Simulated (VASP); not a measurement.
## Ta: single point with PBE

The system is Ta, a slab with vacuum.

```
Ta
1.0
     6.63758    0.00000    0.00000
     0.00000    6.63758    0.00000
     0.00000    0.00000   20.97818
Ta
16
Direct
  0.25000 0.75000 0.38135
  0.25000 0.25000 0.38135
  0.75000 0.75000 0.38135
  0.75000 0.25000 0.38135
  0.50000 0.50000 0.46045
  0.50000 0.00000 0.46045
  0.00000 0.50000 0.46045
  0.00000 0.00000 0.46045
  0.75000 0.25000 0.53892
  0.75000 0.75000 0.53892
  0.25000 0.25000 0.53892
  0.25000 0.75000 0.53892
  0.00000 0.00000 0.61080
  0.00000 0.50000 0.61080
  0.50000 0.00000 0.61080
  0.50000 0.50000 0.61080
```

```json
{
  "Program": "VASP 6.6.1",
  "Task": "single point",
  "Functional": "PBE",
  "Potentials or basis": "VASP PAW PBE potentials, release 64 (Ta_pv)",
  "Cutoff": "520 eV",
  "k mesh": "3 × 3 × 1",
  "Occupations": "gaussian, width 0.1 eV",
  "Spin": "no spin polarisation",
  "Dipole correction": "yes",
  "Further INCAR settings": "LREAL = Auto; ALGO = Normal; EDIFF = 1e-06; NBANDS = 102"
}
```

* Largest force: 0.819 eV/Å
* Band gap on the k mesh: zero (bands 88 and 89 overlap by 0.09 eV)

Forces on the atoms (eV/Å):
```
Ta   0.000  0.000  0.819
Ta   0.000  0.000  0.819
Ta   0.000  0.000  0.819
Ta   0.000  0.000  0.819
Ta   0.000  0.000 -0.788
Ta   0.000  0.000 -0.788
Ta   0.000  0.000 -0.788
Ta   0.000  0.000 -0.788
Ta   0.000  0.000 -0.006
Ta   0.000  0.000 -0.006
Ta   0.000  0.000 -0.006
Ta   0.000  0.000 -0.006
Ta   0.000  0.000 -0.025
Ta   0.000  0.000 -0.025
Ta   0.000  0.000 -0.025
Ta   0.000  0.000 -0.025
```

Levels at points of the mesh, in eV from the Fermi level:
| k point | band 85 | band 86 | band 87 | band 88 | band 89 | band 90 |
| --- | --- | --- | --- | --- | --- | --- |
| (0.00, 0.00, 0.00) | -0.15 | -0.07 | -0.02 | 0.09 | 0.09 | 0.14 |

It took 8.2 min on 1 thread of AMD EPYC 9R45 (Zen 5), with other jobs on the host, peak memory 0.78 GiB.

Caveat: spin-orbit coupling is left out, which moves the levels of the heavy elements.
